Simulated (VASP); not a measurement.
Write the native input for VASP 6.6.1 that does the following.

| Quantity | Value |
| --- | --- |
| Task | electric field gradients |
| Functional | PBE |
| Potentials or basis | VASP PAW PBE potentials, release 64 (Hg, Te) |
| Cutoff | 520 eV |
| k mesh | 11 × 11 × 11 |
| Occupations | fermi-dirac, width 0.03 eV |
| Spin | no spin polarisation |
| Dipole correction | no |
| Further INCAR settings | ALGO = Normal; EDIFF = 1e-08; NBANDS = 16 |

The structure of HgTe lies in POSCAR:

```
HgTe
1.0
    0.0644700000      3.2557350000      3.2557350000
    3.2557350000      0.0644700000      3.2557350000
    3.2557350000      3.2557350000      0.0644700000
Hg Te
1 1
Direct
    0.0000000000      0.0000000000      0.0000000000
    0.7500000000      0.7500000000      0.7500000000
```

This cell differs from its parent crystal: equal xy, yz and zx shear strains of +2 %.

These files were run (other wordings do the same):

INCAR

```
ALGO = Normal
EDIFF = 1E-8
ENCUT = 520
GGA = PE
ISIF = 2
ISMEAR = -1
LASPH = T
LCHARG = F
LEFG = T
LREAL = F
LWAVE = F
NBANDS = 16
NELM = 100
PREC = Accurate
SIGMA = 0.03
```

KPOINTS

```
k-points
0
Gamma
  11 11 11
```

Potentials or basis: VASP PAW PBE potentials, release 64 (Hg, Te).

The run is started by

```console
$ cat potpaw_PBE.64/Hg/POTCAR potpaw_PBE.64/Te/POTCAR > POTCAR
$ mpirun -np 1 vasp_std > vasp.out
```

Results of the run:

```yaml
Pressure: 4.2 GPa
Largest_force: 0.212 eV/Å
Band_gap_on_the_k_mesh: zero (filled and empty bands touch)
```

Caveat: the cell differs from its parent crystal (equal xy, yz and zx shear strains of +2 %); without QUAD_EFG the Cq values of the log hold for a quadrupole moment of 1 mb, not for the nuclei; spin-orbit coupling is left out, which moves the levels of the heavy elements.

Wall time 2.6 min on 1 thread of Intel(R) Xeon(R) Platinum 8488C (Sapphire Rapids), on a shared host, peak memory 0.31 GiB.
